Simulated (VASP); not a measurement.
Set up this calculation in VASP 6.6.1, as the native input.

- Task: single point
- Functional: PBE
- Potentials or basis: VASP PAW PBE potentials, release 64 (Sn_d, O_h)
- Cutoff: 1340 eV
- k mesh: 4 × 4 × 4
- Occupations: gaussian, width 0.1 eV
- Spin: no spin polarisation
- Dipole correction: no
- Further INCAR settings: ALGO = Normal; EDIFF = 1e-06; NBANDS = 35

The structure of SnO2 lies in POSCAR:

```
SnO2
1.0
    0.0000000000      3.9338670575      3.9338670575
    3.9338670575      0.0000000000      3.9338670575
    3.9338670575      3.9338670575      0.0000000000
Sn O
2 4
Direct
    0.7500000000      0.7500000000      0.7500000000
    0.2500000000      0.2500000000      0.2500000000
    0.3926568267      0.3926568267      0.3926568267
    0.3926568267      0.3926568267      0.8220295198
    0.3926568267      0.8220295198      0.3926568267
    0.8220295198      0.3926568267      0.3926568267
```

The cell was generated, and may not be a known phase.

One way to write it, as run:

INCAR

```
SYSTEM = SnO2
PREC = Accurate
ENCUT = 1340
EDIFF = 1E-6
ISMEAR = 0
SIGMA = 0.1
LREAL = .FALSE.
LASPH = .TRUE.
NELM = 120
ALGO = Normal
ISIF = 2
LWAVE = .FALSE.
LCHARG = .TRUE.
GGA = PE
LELF = .TRUE.
LVHAR = .TRUE.
NBANDS = 35
GGA_COMPAT = .FALSE.
```

KPOINTS

```
Automatic mesh
0
G
  4 4 4
  0 0 0
```

Potentials or basis: VASP PAW PBE potentials, release 64 (Sn_d, O_h).

Launch:

```console
$ cat potpaw_PBE.64/Sn_d/POTCAR potpaw_PBE.64/O_h/POTCAR > POTCAR
$ mpirun -np 1 vasp_std > vasp.out
```

It gave:

```yaml
Pressure: 0.0 GPa
Largest_force: 0.034 eV/Å
Band_gap_on_the_k_mesh: zero (bands 26 and 27 overlap by 0.16 eV)
```

Caveat: semilocal functionals underestimate gaps, and a narrow one can read as zero; spin-orbit coupling is left out, which moves the levels of the heavy elements.

It took 120 s on 1 thread of Intel(R) Xeon(R) 6975P-C (Granite Rapids), on a shared host, peak memory 0.68 GiB.
